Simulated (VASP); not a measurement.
# GeB16N15 (a cell with a defect) in VASP: settings compared, part 2 of 2

VASP 6.6.1. Earlier steps stand in the parts before.

## Step 3: Single point, PBE, collinear spin

INCAR reads:

```
  PREC = Accurate
  ENCUT = 520
  EDIFF = 1E-6
  ISMEAR = -1
  SIGMA = 0.01
  LREAL = Auto
  LASPH = True
  NELM = 200
  ALGO = Normal
  ISIF = 2
  LWAVE = False
  LCHARG = False
  ISPIN = 2
  MAGMOM = 0.01 0 0 0.01 0 0.01 0 0.01 0.01 0.01 0 0 0 0 0.12 0 0.04 0.01 0.04 0.01 0.04 0 0 0.04 0 0 0.01 0 0 0.04 0.04 0.08
  LORBIT = 11
  NUPDOWN = 1.0
  GGA = PE
  NBANDS = 94
  GGA_COMPAT = False
```

KPOINTS reads:

```
regular mesh
0
Gamma
  1 1 1
```

POSCAR reads:

```
GeB16N15
1.0
   -3.6241103844      3.6241103844     -3.6241103844
    3.6241103844      3.6241103844      3.6241103844
    3.6241103844     -3.6241103844     -3.6241103844
B N Ge
16 15 1
Direct
    0.0024913556      0.0043495659      0.0032848993
   -0.0017236269      0.2467660259      0.7548454695
   -0.0017199660      0.5029024349      0.4987200394
    0.0025068808      0.7513463110      0.2562998809
    0.2473764579     -0.0037662221      0.7468976862
    0.2117015505      0.2547217431      0.5066662935
    0.2473840525      0.4949629913      0.2481809535
    0.2555429741      0.7513522249      0.0032981908
    0.5059948868     -0.0392845316      0.5067849537
    0.5059507369      0.2547999021      0.2126017579
    0.4979227724      0.5029419618     -0.0009292358
    0.4979224597      0.7471222176      0.7548863297
    0.7460311013     -0.0038074857      0.2481370153
    0.7540607692      0.2467705311     -0.0009081062
    0.7974349786      0.5462013458      0.7981645770
    0.7540596248      0.7471442736      0.4987288721
   -0.0113556257     -0.0056067142      0.2463342059
   -0.0000817225      0.2480102937      0.0007130598
    0.0072501014      0.5034423457      0.7553841544
   -0.0000874398      0.7487616701      0.4999507074
    0.2455899003     -0.0055637818     -0.0104734437
    0.2410613195      0.2498808103      0.7575003161
    0.2410586770      0.5055554333      0.5018279919
    0.2455990190      0.7375961452      0.2463863874
    0.5010301427     -0.0100974105      0.7575446415
    0.5010243788      0.5055941272      0.2418522105
    0.4991461554      0.7487570144      0.0006984537
    0.7566990290     -0.0100903328      0.5018099918
    0.7567011780      0.2498679405      0.2418716414
    0.7545743835      0.5034190485      0.0079800130
    0.7545818763      0.7560338477      0.7553737132
    0.4922825366      0.2412102125      0.4931221304
```

Potentials or basis: VASP PAW PBE potentials, release 64 (B, N, Ge_d).

The run is started by

```
$ cat potpaw_PBE.64/B/POTCAR potpaw_PBE.64/N/POTCAR potpaw_PBE.64/Ge_d/POTCAR > POTCAR
$ mpirun -np 1 vasp_gam > vasp.out
```

Run time: 4.1 min. Hardware: 1 thread of Intel Xeon 8259CL, shared host; peak memory 0.4 GiB.

Results (log left out):

| Quantity | Value |
| --- | --- |
| Free energy | -259.0732 eV |
| Pressure | 30.4 GPa |
| Largest force | 0.658 eV/Å |
| Net moment | 1.00 μB per cell |
| Site moments | B +0.01, -0.00, +0.21 (each value once); N +0.04, +0.01, +0.00 (each value once); Ge +0.28 μB |
| Valence electrons inside the program's atomic spheres | B 2.04, 2.08, 2.22, 2.19 (each value once); N 3.98, 4.03, 4.01 (each value once); Ge 13.48 |

Forces on the atoms (eV/Å):
```
B    0.037  0.035 -0.028
B    0.114 -0.091 -0.067
B    0.113  0.067  0.092
B    0.038  0.026 -0.032
B   -0.185  0.111  0.185
B   -0.327  0.403 -0.404
B   -0.185 -0.185 -0.111
B    0.029  0.033 -0.032
B    0.399  0.391  0.325
B    0.401 -0.323 -0.394
B    0.060  0.109  0.089
B    0.059 -0.090 -0.109
B    0.110 -0.180  0.181
B   -0.093  0.114 -0.064
B   -0.266 -0.271  0.273
B   -0.095  0.064 -0.113
N   -0.182  0.081 -0.082
N   -0.003 -0.004  0.054
N    0.036 -0.083  0.079
N   -0.003 -0.053  0.004
N    0.082 -0.183 -0.081
N    0.029  0.011  0.050
N    0.029 -0.049 -0.011
N    0.084  0.082  0.182
N   -0.054  0.021 -0.025
N   -0.054  0.027 -0.019
N   -0.050 -0.004  0.003
N    0.019 -0.050 -0.031
N    0.015  0.031  0.052
N   -0.080  0.033  0.078
N   -0.082 -0.080 -0.032
Ge   0.008  0.007 -0.012
```

Stress tensor (GPa, compression positive):
```
30.43 -2.71  2.71
-2.71 30.45  2.69
 2.71  2.69 30.46
```

Caveat: the k points lie up to 1.23 Å⁻¹ apart, too coarse for converged energies, forces and pressures; the total moment is fixed, so each spin has its own Fermi level and the state may be an excited one.

## Step 4: Single point, PBE, collinear spin

INCAR reads:

```
PREC     = Accurate       # precision mode
ENCUT    = 520            # plane-wave cutoff, eV
EDIFF    = 1E-6           # SCF threshold, eV
ISMEAR   = -1             # smearing method
SIGMA    = 0.01           # smearing width, eV
LREAL    = Auto         
LASPH    = True           # aspherical terms in the spheres
NELM     = 200            # most SCF steps
ALGO     = Normal         # electronic algorithm
ISIF     = 2              # what is computed and relaxed
LWAVE    = False          # write WAVECAR
LCHARG   = False          # write CHGCAR
ISPIN    = 2              # spin polarisation
MAGMOM   = 0 0.01 0.01 0 0 0.11 0.01 0 0.11 0.03 0.01 0.01 0.01 0.01 0.03 0.01 0.05 0.03 0.04 0.02 0 0.05 0.06 0.05 0.05 0.04 0.03 0.06 0.04 0 0.04 0.16 # initial moments
LORBIT   = 11             # projections on sites
NUPDOWN  = 2.0            # fixed moment
GGA      = PE             # functional
NELECT   = 136.0        
NBANDS   = 94             # bands
GGA_COMPAT= False
```

KPOINTS reads:

```
Automatic mesh
0
Gamma
  1 1 1
```

POSCAR reads:

```
GeB16N15
1.0
   -3.6241103844      3.6241103844     -3.6241103844
    3.6241103844      3.6241103844      3.6241103844
    3.6241103844     -3.6241103844     -3.6241103844
B N Ge
16 15 1
Direct
    0.0024829352      0.0055341983      0.0001310698
   -0.0002646319      0.2523619499      0.7551015190
   -0.0025347510      0.5039069746      0.5004080054
    0.0023523937      0.7524223279      0.2580463101
    0.2446522781     -0.0052911583      0.7425813785
    0.1996580309      0.2501978231      0.5001349031
    0.2473971342      0.4949584699      0.2454973307
    0.2553977618      0.7524768635      0.0000603926
    0.5001635400     -0.0502442046      0.5001438285
    0.4931629619      0.2432069153      0.1994656691
    0.5027796226      0.5056687970      0.0005355553
    0.5023111080      0.7498184034      0.7551131556
    0.7449682595     -0.0024775329      0.2455767544
    0.7556284689      0.2528588054      0.0005547650
    0.7940539786      0.5441432031      0.8011153827
    0.7538682960      0.7475723053      0.5004299633
   -0.0069357469     -0.0020456910      0.2474785533
    0.0015168856      0.2516047350      0.0003594077
    0.0117805163      0.5070653110      0.7575279235
    0.0005161614      0.7505822605      0.5003761770
    0.2432817988     -0.0066606615     -0.0176202299
    0.2460025166      0.2507438020      0.7531198060
    0.2462287053      0.5043657528      0.5002840346
    0.2478065365      0.7430395428      0.2473817441
    0.5007108545     -0.0039125066      0.7531363616
    0.4997875140      0.5044966975      0.2433146167
    0.5015017072      0.7515284518      0.0003135848
    0.7543329959     -0.0036733142      0.5003195775
    0.7544605739      0.2498671757      0.2433397187
    0.7613177034      0.5113884341      0.0183885221
    0.7570152828      0.7618847121      0.7575499253
    0.5064779626      0.2565330072      0.5005480462
```

The run is started by

```
$ cat potpaw_PBE.64/B/POTCAR potpaw_PBE.64/N/POTCAR potpaw_PBE.64/Ge_d/POTCAR > POTCAR
$ mpirun -np 1 vasp_gam > vasp.out
```

Wall time 4 min (1 thread of Intel Xeon 8259CL, shared host); peak memory 0.4 GiB.

The run converged. Its results:

```yaml
Free_energy: -269.0781 eV
Largest_force: 0.693 eV/Å
Net_moment: 2.00 μB per cell
Site_moments: B +0.01, -0.00, +0.19, +0.05 (each value once); N +0.05, +0.03, +0.04, +0.02, +0.00, +0.06 (each value once); Ge +0.57 μB
Valence_electrons_inside_the_program's_atomic_spheres: B 2.04, 2.03, 2.02, 2.07, 2.17, 2.20 (each value once); N 3.97, 4.01, 3.98, 4.03 (each value once); Ge 13.23
```

Forces in eV/Å, atoms in the order of the input:
```
B    0.183  0.170 -0.098
B    0.047 -0.055  0.019
B    0.095 -0.110  0.094
B    0.091 -0.047 -0.093
B   -0.083 -0.052  0.083
B   -0.350  0.312 -0.361
B   -0.044 -0.051 -0.022
B    0.102  0.176 -0.189
B    0.352  0.301  0.357
B    0.347 -0.460 -0.346
B   -0.096  0.166  0.186
B   -0.024 -0.058 -0.045
B    0.013 -0.060  0.055
B   -0.186  0.166  0.096
B   -0.365 -0.463  0.365
B   -0.097 -0.115 -0.094
N    0.014  0.103 -0.013
N   -0.002 -0.036  0.004
N   -0.163 -0.140  0.040
N   -0.003  0.074  0.002
N   -0.053  0.060  0.052
N   -0.015  0.112  0.016
N   -0.057  0.110 -0.061
N    0.025  0.114 -0.028
N   -0.017  0.112  0.018
N    0.160 -0.133 -0.034
N    0.007 -0.028 -0.005
N    0.058  0.107  0.060
N    0.030 -0.135 -0.157
N    0.058  0.047 -0.057
N   -0.038 -0.139  0.159
Ge   0.008 -0.052 -0.002
```

Caveat: the k points lie up to 1.23 Å⁻¹ apart, too coarse for converged energies, forces and pressures; the cell carries a net charge on a neutralising background, which shifts energy and pressure; the cell is charged against a uniform background, so pressure and absolute levels hang on convention; the total moment is fixed, so each spin has its own Fermi level and the state may be an excited one.

## Step 5: Single point, r2SCAN

POSCAR reads:

```
GeB16N15
1.0
   -3.6241103844      3.6241103844     -3.6241103844
    3.6241103844      3.6241103844      3.6241103844
    3.6241103844     -3.6241103844     -3.6241103844
B N Ge
16 15 1
Direct
    0.0017583966      0.0052595350      0.0012682914
   -0.0001596164      0.2505839828      0.7540210093
   -0.0001638354      0.5042865202      0.5002948741
    0.0017568993      0.7515405503      0.2549726361
    0.2470818880     -0.0031447680      0.7456227837
    0.2116572369      0.2505847742      0.5003147152
    0.2470956588      0.4959101289      0.2465938943
    0.2554715802      0.7515398289      0.0012643811
    0.5008015183     -0.0385701787      0.5002977888
    0.5007807424      0.2505692653      0.2111474021
    0.5007975720      0.5042916486     -0.0006526480
    0.5007925469      0.7496203642      0.7540192528
    0.7461291675     -0.0031245297      0.2465902465
    0.7545157682      0.2505867037     -0.0006534382
    0.7899470706      0.5397335395      0.7894432630
    0.7545164235      0.7496224898      0.5003104145
   -0.0136824927     -0.0049870163      0.2447285039
    0.0007937595      0.2505807512      0.0003014379
    0.0152917994      0.5094915323      0.7592156691
    0.0008013059      0.7505821456      0.5002983690
    0.2452211443     -0.0049951851     -0.0141908164
    0.2418891158      0.2505833211      0.7558888705
    0.2418861652      0.5061523059      0.5003017452
    0.2452185085      0.7360893689      0.2447208161
    0.5007968149     -0.0083347012      0.7558793114
    0.5008048873      0.5061570476      0.2414000674
    0.5008058553      0.7505890109      0.0003120647
    0.7563750037     -0.0083343831      0.5002980198
    0.7563780432      0.2505937504      0.2413964923
    0.7597078760      0.5094939113      0.0147895186
    0.7597126963      0.7650720636      0.7592207871
    0.5008022351      0.2505768660      0.5003062169
```

INCAR.step1 reads:

```
SYSTEM = GeB16N15
PREC = Accurate ; ENCUT = 580
ISMEAR = -1 ; SIGMA = 0.01
LREAL = Auto ; LASPH = .True.
NELM = 120 ; NELECT = 138.0
NBANDS = 90 ; GGA = PE
ALGO = Normal ; EDIFF = 1E-5
LWAVE = .True. ; LCHARG = .False.
GGA_COMPAT = .False.
```

INCAR.step2 reads:

```
SYSTEM = GeB16N15
PREC = Accurate ; ENCUT = 580
EDIFF = 1E-6 ; ISMEAR = -1
SIGMA = 0.01 ; LREAL = Auto
LASPH = .True. ; NELM = 120
ALGO = Normal ; ISIF = 2
LWAVE = .False. ; LCHARG = .False.
METAGGA = R2SCAN ; LMIXTAU = .True.
NELECT = 138.0 ; NBANDS = 90
ISTART = 1 ; GGA_COMPAT = .False.
```

KPOINTS reads:

```
Automatic mesh
0
Gamma
  1 1 1
  0.25 0.25 0.25
```

The run is started by

```
$ cat potpaw_PBE.64/B/POTCAR potpaw_PBE.64/N/POTCAR potpaw_PBE.64/Ge_d/POTCAR > POTCAR
$ cp INCAR.step1 INCAR
$ mpirun -np 1 vasp_std > vasp.out
$ cp INCAR.step2 INCAR
$ mpirun -np 1 vasp_std > vasp.out
```

It took 5.2 min on 1 thread of Intel Xeon 8259CL, shared host; peak memory 0.39 GiB.

It converged, with:

```
Free energy   : -287.3576 eV
Largest force : 0.396 eV/Å
```

Forces in eV/Å, atoms in the order of the input:
```
B    0.000  0.001  0.076
B   -0.005  0.003 -0.072
B    0.001  0.076 -0.001
B   -0.005 -0.071  0.003
B    0.005 -0.070 -0.004
B   -0.226  0.222 -0.225
B    0.004  0.003  0.071
B   -0.073 -0.005  0.003
B    0.229  0.231  0.226
B    0.225 -0.225 -0.228
B    0.075  0.001 -0.001
B    0.070  0.004  0.004
B   -0.072  0.003 -0.006
B    0.003 -0.006 -0.072
B   -0.228 -0.227  0.225
B    0.005  0.071  0.005
N    0.034 -0.028  0.026
N    0.000  0.001 -0.001
N    0.035  0.026 -0.026
N    0.000 -0.001 -0.001
N   -0.027  0.033  0.026
N    0.025 -0.027  0.035
N    0.027 -0.035  0.026
N   -0.027 -0.027 -0.036
N   -0.036 -0.026 -0.027
N   -0.035  0.026  0.028
N   -0.001 -0.001  0.000
N   -0.026 -0.035 -0.028
N   -0.028  0.024  0.034
N    0.025  0.035 -0.027
N    0.026  0.027 -0.034
Ge   0.000 -0.004 -0.001
```

Levels at points of the mesh, in eV from the Fermi level:
| k point | band 67 | band 68 | band 69 | band 70 | band 71 | band 72 |
| --- | --- | --- | --- | --- | --- | --- |
| (0.25, 0.25, 0.25) | -0.32 | -0.32 | -0.32 | 5.38 | 5.38 | 5.38 |

Caveat: the k points lie up to 1.23 Å⁻¹ apart, too coarse for converged energies, forces and pressures; the cell carries a net charge on a neutralising background, which shifts energy and pressure; the cell is charged against a uniform background, so pressure and absolute levels hang on convention; the PAW data sets were made with another functional, which shifts forces and pressure a little.
